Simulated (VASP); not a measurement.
A run of VASP 6.6.1:

Contents of INCAR:

```
SYSTEM = H10CO5
PREC = Accurate ; ENCUT = 1000
EDIFF = 1E-6 ; ISMEAR = -1
SIGMA = 0.05 ; LREAL = Auto
LASPH = .True. ; NELM = 120
ALGO = Normal ; ISIF = 2
LWAVE = .False. ; LCHARG = .False.
GGA = PE ; IVDW = 12
NBANDS = 36 ; GGA_COMPAT = .False.
```

Contents of KPOINTS:

```
Automatic mesh
0
Gamma
  1 1 1
  0 0 0
```

File POSCAR:

```
H10CO5
1.0
    5.6566530000      0.0000000000      0.0000000000
    0.0000000000      5.6566530000      0.0000000000
    0.0000000000      0.0000000000      5.6566530000
O H C
5 10 1
Direct
    0.5276795306      0.9327247049      0.0570832257
    0.6162831625      0.2991698448      0.7339675953
   -0.0683973367      0.5839672329      0.9591007262
    0.1021982434      1.2292428049      0.2507136287
    0.2526759198      0.8892714473      0.6343327052
    0.6475383942      0.8102848098      0.0211078884
    0.5834899189      1.0524421420     -0.0474131965
    0.4654165635      0.3468835723      0.6601783776
    0.7016870223      0.4369721813      0.8033725951
    0.0267826222      0.6998308010      0.8593774446
    0.0388569000      0.4691820410      1.0414462404
    0.2409375297      1.1273804492      0.2115561976
    0.0076723815      1.0856243082      0.2602245533
    0.6075677614      0.9026892758      0.5638670076
    0.4388107243      0.6336786082      0.4364418323
    0.4235543527      0.8071380726      0.5395947038
```

Potentials or basis: VASP PAW PBE potentials, release 64 (O_h, H_h, C_h).

Launch:

```sh
$ cat potpaw_PBE.64/O_h/POTCAR potpaw_PBE.64/H_h/POTCAR potpaw_PBE.64/C_h/POTCAR > POTCAR
$ mpirun -np 1 vasp_gam > vasp.out
```

Hardware: 1 thread of Intel(R) Xeon(R) 6975P-C (Granite Rapids), with other jobs on the host.

Q: How long does it take, and how much memory?

A: Wall time 20 s on 1 thread of Intel(R) Xeon(R) 6975P-C (Granite Rapids), on a shared host, peak memory 0.43 GiB. Counts: scf iterations 15, k points 1.
